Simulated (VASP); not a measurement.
Write the native input for VASP 6.6.1 that does the following.

```
Task                   : single point
Functional             : r2SCAN
Potentials or basis    : VASP PAW PBE potentials, release 64 (Sc_sv)
Cutoff                 : 520 eV
k mesh                 : 6 × 6 × 6
Occupations            : fermi-dirac, width 0.1 eV
Spin                   : no spin polarisation
Dipole correction      : no
Further INCAR settings : ALGO = Normal; EDIFF = 1e-07; NBANDS = 54
```

Crystal: Sc.

```
Sc
1.0
     5.90968    0.00000    0.00000
     0.00000    5.90968    0.00000
     0.00000    0.00000    5.90968
Sc
8
Direct
  0.00000 0.00000 0.00000
  0.50000 0.50000 0.50000
  0.25000 0.00000 0.50000
  0.75000 0.00000 0.50000
  0.50000 0.25000 0.00000
  0.50000 0.75000 0.00000
  0.00000 0.50000 0.25000
  0.00000 0.50000 0.75000
```

These files were run (other wordings do the same):

POSCAR

```
Sc
1.0
    5.9096765775      0.0000000000      0.0000000000
    0.0000000000      5.9096765775      0.0000000000
    0.0000000000      0.0000000000      5.9096765775
Sc
8
Direct
    1.0000000000      0.0000000000      1.0000000000
    0.5000000000      0.5000000000      0.5000000000
    0.2500000000      1.0000000000      0.5000000000
    0.7500000000      1.0000000000      0.5000000000
    0.5000000000      0.2500000000      1.0000000000
    0.5000000000      0.7500000000      1.0000000000
    0.0000000000      0.5000000000      0.2500000000
    0.0000000000      0.5000000000      0.7500000000
```

INCAR.step1

```
  ALGO = Normal
  EDIFF = 1E-4
  ENCUT = 520
  GGA = PE
  ISMEAR = -1
  LASPH = T
  LCHARG = F
  LREAL = F
  LWAVE = T
  NBANDS = 54
  NELM = 100
  PREC = Accurate
  SIGMA = 0.1
```

INCAR.step2

```
  ALGO = Normal
  EDIFF = 1E-7
  ENCUT = 520
  ISIF = 2
  ISMEAR = -1
  ISTART = 1
  LASPH = T
  LCHARG = F
  LMIXTAU = T
  LREAL = F
  LWAVE = F
  METAGGA = R2SCAN
  NBANDS = 54
  NELM = 100
  PREC = Accurate
  SIGMA = 0.1
```

KPOINTS

```
k-points
0
Gamma
  6 6 6
```

Potentials or basis: VASP PAW PBE potentials, release 64 (Sc_sv).

Command:

```sh
$ cat potpaw_PBE.64/Sc_sv/POTCAR > POTCAR
$ cp INCAR.step1 INCAR
$ mpirun -np 1 vasp_std > vasp.out
$ cp INCAR.step2 INCAR
$ mpirun -np 1 vasp_std > vasp.out
```

Results of the run:

* Pressure: 0.2 GPa
* Band gap on the k mesh: zero (bands 44 and 45 overlap by 0.37 eV)

Caveat: the PAW data sets were made with another functional, which shifts forces and pressure a little.

It took 14 min on 1 thread of AMD EPYC 9R14 (Zen 4), with other jobs on the host, peak memory 0.41 GiB.
